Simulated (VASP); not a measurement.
Input of a VASP 6.6.1 run:

File INCAR:

```
  PREC = Accurate
  ENCUT = 520
  EDIFF = 1E-6
  ISMEAR = -1
  SIGMA = 0.1
  LREAL = F
  LASPH = T
  NELM = 60
  ALGO = Normal
  ISIF = 2
  LWAVE = F
  LCHARG = F
  GGA = B5
  ALDAX = 1.0
  AGGAX = 1.0
  AGGAC = 1.0
  ALDAC = 0.0
  NBANDS = 16
```

KPOINTS

```
regular mesh
0
Gamma
  11 11 11
```

File POSCAR:

```
Ir
1.0
    0.0000000000      2.9022963496      2.9022963496
    2.9022963496      0.0000000000      2.9022963496
    2.9022963496      2.9022963496      0.0000000000
Ir
2
Direct
    0.1250000000      0.1250000000      0.1250000000
    0.8750000000      0.8750000000      0.8750000000
```

Potentials or basis: VASP PAW PBE potentials, release 64 (Ir).

Launch:

```console
$ cat potpaw_PBE.64/Ir/POTCAR > POTCAR
$ mpirun -np 1 vasp_std > vasp.out
```

(1) Estimate the pressure.

(2) Estimate the band gap on the k mesh.

Results:

(1) -9.2 GPa.

(2) zero (band 9 reaches 5.06 eV, above the bottom of band 10 at 3.91 eV).

Caveat: the PAW data sets were made with another functional, which shifts forces and pressure a little; spin-orbit coupling is left out, which moves the levels of the heavy elements.
